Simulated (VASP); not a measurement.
# NaF (R-3m) in VASP: a series of runs

NaF is run at these levels: PBE; tasks: single point.

Program: VASP 6.6.1. These are calculated values, not measurements. Logs are shortened: lines on timing, memory, paths and dates and some standing lists are left out, and cuts for length are marked.

## Step 1: The cell of the first run

The structure is trigonal, space group R-3m (No. 166). Conventional cell: a = 2.608 Å, b = 2.608 Å, c = 12.776 Å, α = 90.00°, β = 90.00°, γ = 120.00°. Na (site symmetry -3m) has 6 F at 2.61 Å and 6 Na at 2.61 Å within 3.4 Å. Within 3.4 Å of F (site symmetry -3m) lie 6 Na at 2.61 Å and 6 F at 2.61 Å.

## Step 2: Single point, PBE

INCAR

```
SYSTEM = NaF
PREC     = Accurate       ! precision mode
ENCUT    = 520            ! plane-wave cutoff, eV
EDIFF    = 1E-7           ! SCF threshold, eV
ISMEAR   = 0              ! smearing method
SIGMA    = 0.05           ! smearing width, eV
LREAL    = .FALSE.        ! projectors in reciprocal space
LASPH    = .TRUE.         ! aspherical terms in the spheres
NELM     = 80             ! most SCF steps
ALGO     = Normal         ! electronic algorithm
ISIF     = 2              ! what is computed and relaxed
LWAVE    = .FALSE.        ! write WAVECAR
LCHARG   = .FALSE.        ! write CHGCAR
GGA      = PE             ! functional
NBANDS   = 14             ! bands
```

KPOINTS

```
regular mesh
0
G
  10 10 10
  0 0 0
```

POSCAR

```
NaF
1.0
    1.2293362880      3.0733407200      3.0733407200
    3.0733407200      1.2293362880      3.0733407200
    3.0733407200      3.0733407200      1.2293362880
Na F
1 1
Direct
    0.0000000000      0.0000000000      0.0000000000
    0.5000000000      0.5000000000      0.5000000000
```

Potentials or basis: VASP PAW PBE potentials, release 64 (Na_pv, F).

The run is started by

```bash
> cat potpaw_PBE.64/Na_pv/POTCAR potpaw_PBE.64/F/POTCAR > POTCAR
> mpirun -np 1 vasp_std > vasp.out
```

OUTCAR:

```text
SYSTEM = NaF
   PREC = Accurate
   ENCUT = 520
   EDIFF = 1E-7
   ISMEAR = 0
   LREAL = .FALSE.
   LASPH = .TRUE.
   NELM = 80
   ISIF = 2
   GGA = PE

 ion  position               nearest neighbor table
   1  0.000  0.000  0.000-
   2  0.500  0.500  0.500-

  LATTYP: Found a trigonal (rhomboedric) cell.
 ALAT       =     4.5168699418
 COS(alpha) =     0.8333333333

  Lattice vectors:

 A1 = (   1.2293362880,   3.0733407200,   3.0733407200)
 A2 = (   3.0733407200,   1.2293362880,   3.0733407200)
 A3 = (   3.0733407200,   3.0733407200,   1.2293362880)

Analysis of symmetry for initial positions (statically):
=====================================================================
 Subroutine PRICEL returns:
 Original cell was already a primitive cell.

 Routine SETGRP: Setting up the symmetry group for a
 trigonal (rhombohedral) supercell.

 Subroutine GETGRP returns: Found 12 space group operations
 (whereof 12 operations were pure point group operations)
 out of a pool of 12 trial point group operations.

The static configuration has the point symmetry D_3d.

Analysis of symmetry for dynamics (positions and initial velocities):
=====================================================================
 Subroutine PRICEL returns:
 Original cell was already a primitive cell.

 Routine SETGRP: Setting up the symmetry group for a
 trigonal (rhombohedral) supercell.

 Subroutine GETGRP returns: Found 12 space group operations
 (whereof 12 operations were pure point group operations)
 out of a pool of 12 trial point group operations.

The dynamic configuration has the point symmetry D_3d.

 Subroutine INISYM returns: Found 12 space group operations
 (whereof 12 operations are pure point group operations),
 and found     1 'primitive' translations

----------------------------------------------------------------------------------------

                                     Primitive cell

  volume of cell :      25.0811

  direct lattice vectors                    reciprocal lattice vectors
     1.229336288  3.073340720  3.073340720    -0.316340527  0.225957519  0.225957519
     3.073340720  1.229336288  3.073340720     0.225957519 -0.316340527  0.225957519
     3.073340720  3.073340720  1.229336288     0.225957519  0.225957519 -0.316340527

  length of vectors
     4.516869942  4.516869942  4.516869942     0.449649786  0.449649786  0.449649786

  position of ions in fractional coordinates (direct lattice)
     0.000000000  0.000000000  0.000000000
     0.500000000  0.500000000  0.500000000

  ion indices of the primitive-cell ions
   primitive index   ion index
                 1           1
                 2           2

----------------------------------------------------------------------------------------

 KPOINTS: regular mesh

Automatic generation of k-mesh.
 Grid dimensions read from file:
 generate k-points for:   10   10   10

 Generating k-lattice:

  Cartesian coordinates                     Fractional coordinates (reciprocal lattice)
    -0.031634053  0.022595752  0.022595752     0.100000000  0.000000000  0.000000000
     0.022595752 -0.031634053  0.022595752     0.000000000  0.100000000  0.000000000
     0.022595752  0.022595752 -0.031634053     0.000000000  0.000000000  0.100000000

  Length of vectors
     0.044964979  0.044964979  0.044964979

  Shift w.r.t. Gamma in fractional coordinates (k-lattice)
     0.000000000  0.000000000  0.000000000

 Subroutine IBZKPT returns following result:
 ===========================================

 Found    116 irreducible k-points:

 Following reciprocal coordinates:
            Coordinates               Weight
  0.000000  0.000000  0.000000      1.000000
  0.100000 -0.000000 -0.000000      6.000000
  0.200000 -0.000000 -0.000000      6.000000
  0.300000 -0.000000 -0.000000      6.000000
  0.400000 -0.000000 -0.000000      6.000000
  0.500000 -0.000000 -0.000000      3.000000
[... 16 lines left out ...]
  0.300000  0.300000 -0.000000      6.000000
  0.400000  0.300000 -0.000000     12.000000
 [... further k-points ...]
   k-points           NKPTS =    116   k-points in BZ     NKDIM =    116   number of bands    NBANDS=     14
   number of dos      NEDOS =    301   number of ions     NIONS =      2
   total plane-waves  NPLWV =  46656
   dimension x,y,z NGX =    36 NGY =   36 NGZ =   36
   dimension x,y,z NGXF=    72 NGYF=   72 NGZF=   72
   ions per type =               1   1
   NGX,Y,Z   is equivalent  to a cutoff of  13.25, 13.25, 13.25 a.u.
   NGXF,Y,Z  is equivalent  to a cutoff of  26.50, 26.50, 26.50 a.u.
 SYSTEM =  NaF
   PREC   = accura    normal or accurate (medium, high low for compatibility)
   ISTART =      0    job   : 0-new  1-cont  2-samecut
   ICHARG =      2    charge: 1-file 2-atom 10-const
   ISPIN  =      1    spin polarized calculation?
   LNONCOLLINEAR =      F non collinear calculations
   LSORBIT =      F    spin-orbit coupling
   LASPH  =      T    aspherical Exc in radial PAW
   ENCUT  =  520.0 eV  38.22 Ry    6.18 a.u.   8.40  8.40  8.40*2*pi/ulx,y,z
   NELM   =     80;   NELMIN=  2; NELMDL= -5     # of ELM steps
   EDIFF  = 0.1E-06   stopping-criterion for ELM
   LREAL  =      F    real-space projection
   EDIFFG = 0.1E-05   stopping-criterion for IOM
   NSW    =      0    number of steps for IOM
   IBRION =     -1    ionic relax: 0-MD 1-quasi-New 2-CG
   NFREE  =      0    steps in history (QN), initial steepest desc. (CG)
   ISIF   =      2    stress and relaxation
   ISYM   =      2    0-nonsym 1-usesym 2-fastsym
   POTIM  = 0.5000    time-step for ionic-motion
   TEBEG  =    0.0;   TEEND  =   0.0 temperature during run
   PSTRESS=    0.0 pullay stress
   NELECT =      14.0000    total number of electrons
   NUPDOWN=      -1.0000    fix difference up-down
   EMIN   =  10.00;   EMAX   =-10.00  energy-range for DOS
   EFERMI =   0.00;   METHOD = LEGACY
   ISMEAR =     0;   SIGMA  =   0.05  broadening in eV -4-tet -1-fermi 0-gaus
   EFERMI_NEDOS =   21; number of points for ismear=-14 and -15
   IALGO  =     38    algorithm
   IMIX   =      4    mixing-type and parameters
     AMIX     =   0.40;   BMIX     =  1.00
     AMIX_MAG =   1.60;   BMIX_MAG =  1.00
  volume/ion in A,a.u.               =      12.54        84.63
  Fermi-wavevector in a.u.,A,eV,Ry     =   1.347935  2.547227 24.720809  1.816928
  Thomas-Fermi vector in A             =   2.475645
   LORBIT       =      0    0 simple, 1 ext, 2 COOP (PROOUT), +10 PAW based schemes
   GGA     = PE    functional components
   LHFCALC =     F    Hartree Fock is set to
   AEXX    =    0.0000 exact exchange contribution
   IVDW    =     0    specifies the selected vdW correction
   LEPSILON=     F    determine dielectric tensor
   LRPA    =     F    only Hartree local field effects (RPA)
 non-spin polarized calculation
 Gauss-broadening in eV      SIGMA  =   0.05
  energy-cutoff  :      520.00
  volume of cell :       25.08
 maximum number of plane-waves:       687
 NGX is ok and might be reduce to    36

 number of electron      14.0000001 magnetization

 Free energy of the ion-electron system (eV)
  ---------------------------------------------------
  ext. energy  EPLUGINS =         0.00000000
  ---------------------------------------------------
  free energy    TOTEN  =        -5.86585265 eV

  energy without entropy =       -5.86570395  energy(sigma->0) =       -5.86577830

 E-fermi :   1.3792     XC(G=0):  -9.3403

 val. band max:        1.3372732091   @ k =   0.0000   0.0000   0.0000
 cond. band min:       1.5856624932   @ k =   0.1000   0.1000   0.1000
 fundamental gap:      0.2483892841
 Fermi energy:         1.3792192672

 k-point     1 :       0.0000    0.0000    0.0000
  band No.  band energies     occupation
      1     -23.6783      2.00000
      2     -23.6783      2.00000
      3     -23.6095      2.00000
      4     -19.4769      2.00000
      5      -1.9844      2.00000
      6       1.3217      1.89647
      7       1.3217      1.89647
      8       1.3373      1.76454
      9      11.8426      0.00000
     10      13.8017      0.00000
     11      22.5637      0.00000
     12      22.5637      0.00000
     13      26.0609      0.00000
     14      27.1030      0.00000

 k-point     2 :       0.1000   -0.0000   -0.0000
  band No.  band energies     occupation
      1     -23.7427      2.00000
      2     -23.6912      2.00000
      3     -23.5989      2.00000
      4     -19.4040      2.00000
      5      -1.9121      2.00000
      6       0.7282      2.00000
      7       1.2628      1.99901
      8       1.9567      0.00000
      9      11.8218      0.00000
     10      14.2840      0.00000
     11      20.0308      0.00000
     12      22.4703      0.00000
     13      25.5580      0.00000
     14      26.7745      0.00000

 k-point     3 :       0.2000   -0.0000   -0.0000
  band No.  band energies     occupation
      1     -23.9079      2.00000
      2     -23.7249      2.00000
      3     -23.5708      2.00000
      4     -19.2096      2.00000
      5      -1.7030      2.00000
      6      -0.1062      2.00000
      7       1.1115      2.00000
      8       2.9767      0.00000
      9      11.8729      0.00000
     10      15.4480      0.00000
     11      16.8046      0.00000
     12      22.2211      0.00000
     13      22.3776      0.00000
     14      25.2635      0.00000

 k-point     4 :       0.3000   -0.0000   -0.0000
  band No.  band energies     occupation
      1     -24.1059      2.00000
      2     -23.7664      2.00000
      3     -23.5359      2.00000
      4     -18.9611      2.00000
      5      -1.4118      2.00000
      6      -0.9925      2.00000
      7       0.9297      2.00000
      8       4.4088      0.00000
      9      11.9799      0.00000
     10      14.1757      0.00000
     11      16.8608      0.00000
     12      19.4575      0.00000
     13      21.9148      0.00000
     14      22.8998      0.00000

 k-point     5 :       0.4000   -0.0000   -0.0000
  band No.  band energies     occupation
      1     -24.2614      2.00000
      2     -23.7998      2.00000
      3     -23.5075      2.00000
      4     -18.7515      2.00000
      5      -1.6777      2.00000
      6      -1.1282      2.00000
      7       0.7866      2.00000
      8       6.0713      0.00000
      9      10.9268      0.00000
     10      13.6115      0.00000
     11      16.8747      0.00000
[... 276 lines left out ...]
 k-point    22 :      -0.2000    0.2000    0.0000
  band No.  band energies     occupation
      1     -24.1360      2.00000
      2     -23.8465      2.00000
      3     -23.5173      2.00000
      4     -18.8507      2.00000
      5      -1.1939      2.00000
      6      -1.1176      2.00000
      7       0.4836      2.00000
      8       5.1253      0.00000
      9      11.8364      0.00000
     10      14.1595      0.00000
     11      16.5233      0.00000
     12      19.3535      0.00000
     13      19.4604      0.00000
     14      21.6708      0.00000

 k-point    23 :       0.3000    0.3000   -0.0000
  band No.  band energies     occupation
      1     -24.1030      2.00000
      2     -23.7666      2.00000
      3     -23.5385      2.00000
      4     -18.9637      2.00000
      5      -1.5374      2.00000
      6      -0.9134      2.00000
      7       0.9321      2.00000
      8       4.7523      0.00000
      9      11.4369      0.00000
     10      13.7898      0.00000
     11      17.0855      0.00000
     12      19.1948      0.00000
     13      22.2946      0.00000
     14      25.4708      0.00000

 k-point    24 :       0.4000    0.3000   -0.0000
  band No.  band energies     occupation
      1     -24.1829      2.00000
      2     -23.8180      2.00000
      3     -23.5177      2.00000
      4     -18.8263      2.00000
      5      -1.3973      2.00000
      6      -1.1738      2.00000
      7       0.6605      2.00000
      8       5.7983      0.00000
      9      11.3426      0.00000
     10      12.9718      0.00000
     11      17.0071      0.00000
     12      18.1260      0.00000
     13      21.6480      0.00000
     14      23.2493      0.00000

 [... further k-points ...]
[... 5 lines left out ...]
  --------------------------------------------------------------------------------------
  -------------------------------------------------------------------------------------
  Total        0.4322208      0.4322208      0.4322208     -4.7289803     -4.7289803     -4.7289803
  in kB       27.6102499     27.6102499     27.6102499   -302.0871247   -302.0871247   -302.0871247
  external PRESSURE =      27.6102499 kB  Pullay stress =       0.0000000 kB

 VOLUME and BASIS-vectors are now :
 -----------------------------------------------------------------------------
  energy-cutoff  :      520.00
  volume of cell :       25.08
      direct lattice vectors                 reciprocal lattice vectors
     1.229336288  3.073340720  3.073340720    -0.316340527  0.225957519  0.225957519
     3.073340720  1.229336288  3.073340720     0.225957519 -0.316340527  0.225957519
     3.073340720  3.073340720  1.229336288     0.225957519  0.225957519 -0.316340527

 POSITION                                       TOTAL-FORCE (eV/Angst)
 -----------------------------------------------------------------------------------
      0.00000      0.00000      0.00000        -0.000000     -0.000000     -0.000000
      3.68801      3.68801      3.68801         0.000000      0.000000      0.000000
 -----------------------------------------------------------------------------------
    total drift:                                0.000000      0.000000      0.000000

  FREE ENERGIE OF THE ION-ELECTRON SYSTEM (eV)
  ---------------------------------------------------
  free  energy   TOTEN  =        -5.8658526503 eV

  energy  without entropy=       -5.8657039534  energy(sigma->0) =       -5.86577830
```

Run time: 2.9 min. Hardware: 1 thread of Intel Xeon 8259CL, shared host; peak memory 0.21 GiB.

Results:

- Free energy: -5.8659 eV
- Pressure: 2.8 GPa

## Step 3: Single point, PBE

This run uses another cell than the first one, of the same volume but with other edges.

INCAR

```
SYSTEM = NaF
PREC = Accurate
ENCUT = 520
EDIFF = 1E-6
ISMEAR = 0
SIGMA = 0.05
LREAL = .FALSE.
LASPH = .TRUE.
NELM = 100
ALGO = Normal
ISIF = 2
LWAVE = .FALSE.
LCHARG = .FALSE.
GGA = PE
NBANDS = 14
```

KPOINTS

```
Automatic mesh
0
G
  10 10 10
  0 0 0
```

POSCAR

```
NaF
1.0
   -0.5034920084      2.1007770007      2.1007770007
    2.1007770007     -0.5034920084      2.1007770007
    2.1007770007      2.1007770007     -0.5034920084
Na F
1 1
Direct
    0.0000000000      0.0000000000      0.0000000000
    0.5000000000      0.5000000000      0.5000000000
```

Potentials or basis: VASP PAW PBE potentials, release 64 (Na_pv, F).

The run is started by

```bash
> cat potpaw_PBE.64/Na_pv/POTCAR potpaw_PBE.64/F/POTCAR > POTCAR
> mpirun -np 1 vasp_std > vasp.out
```

It took 39 s on 1 thread of Intel Xeon 8259CL, shared host; peak memory 0.16 GiB.

It converged, with:

```
Free energy            : -8.3728 eV
Pressure               : -0.2 GPa
Band gap on the k mesh : 5.57 eV
```

Stress tensor (GPa, compression positive):
```
-0.23  2.36  2.36
 2.36 -0.23  2.36
 2.36  2.36 -0.23
```

Levels at points of the mesh, in eV from the valence-band top:
```
           k point  band 3  band 4  band 5  band 6  band 7  band 8  band 9  band 10  band 11  band 12
(0.00, 0.00, 0.00)  -19.82  -19.51   -0.44   -0.44    0.00    5.57   16.18    16.18    20.75    23.88
(0.50, 0.00, 0.00)  -19.81  -18.82   -2.07   -0.49   -0.13   10.06   11.05    19.20    19.85    23.02
(0.50, 0.50, 0.00)  -19.82  -19.19   -1.65   -1.19   -0.23   11.76   12.74    14.17    16.43    22.21
(0.50, 0.50, 0.50)  -19.89  -18.86   -1.64   -1.06   -1.06   10.96   14.69    16.17    16.17    20.51
```

 A k mesh can miss the band edges.

## Step 4: Single point, PBE

This run uses another cell than the first one, of the same volume but with other edges.

Edit INCAR of step 3 so:

```diff
@@ -12,4 +12,6 @@
 LWAVE = .FALSE.
-LCHARG = .FALSE.
+LCHARG = .TRUE.
 GGA = PE
+LELF = .TRUE.
+LVHAR = .TRUE.
 NBANDS = 14
```

KPOINTS

```
regular mesh
0
G
  10 10 10
  0 0 0
```

POSCAR

```
NaF
1.0
    0.5663151577      2.6381998809      2.6381998809
    2.6381998809      0.5663151577      2.6381998809
    2.6381998809      2.6381998809      0.5663151577
Na F
1 1
Direct
    0.0000000000      0.0000000000      0.0000000000
    0.5000000000      0.5000000000      0.5000000000
```

The run is started by

```bash
> cat potpaw_PBE.64/Na_pv/POTCAR potpaw_PBE.64/F/POTCAR > POTCAR
> mpirun -np 1 vasp_std > vasp.out
```

Run time: 74 s. Hardware: 1 thread of Intel Xeon 8259CL, shared host; peak memory 0.17 GiB.

It converged, with:

```yaml
Free_energy: -8.0707 eV
Pressure: 0.4 GPa
Band_gap_on_the_k_mesh: 4.75 eV
```

Stress tensor (GPa, compression positive):
```
  0.40 -10.77 -10.77
-10.77   0.40 -10.77
-10.77 -10.77   0.40
```

Levels at points of the mesh, in eV from the valence-band top:
```
           k point  band 4  band 5  band 6  band 7  band 8  band 9  band 10  band 11
(0.00, 0.00, 0.00)  -19.72   -1.31    0.00    0.00    4.75   14.70    17.77    21.03
(0.50, 0.00, 0.00)  -19.12   -2.12   -1.25   -0.40    9.49   12.05    17.24    19.17
(0.50, 0.50, 0.00)  -19.35   -1.93   -1.30   -0.39   11.07   11.58    14.06    17.40
(0.50, 0.50, 0.50)  -19.16   -2.51   -0.06   -0.06    8.41   10.01    22.96    22.96
```

 A k mesh can miss the band edges.

## Step 5: The runs side by side

| cell | gap on the mesh (eV) | pressure (GPa) |
| --- | --- | --- |
| a = 4.517 Å, angles 33.6°, 2 atoms | - | 2.8 |
| a = 3.013 Å, angles 75.3°, 2 atoms | 5.57 | -0.2 |
| a = 3.774 Å, angles 45.7°, 2 atoms | 4.75 | 0.4 |

Alike in all rows: task single point; level PBE; potentials or basis VASP PAW PBE potentials, release 64 (Na_pv, F); no spin polarisation; k mesh 10 × 10 × 10; cutoff (eV) 520; smearing gaussian 0.05 eV.

Total energies depend on the potentials used, so only differences within one code and one set of settings carry meaning.
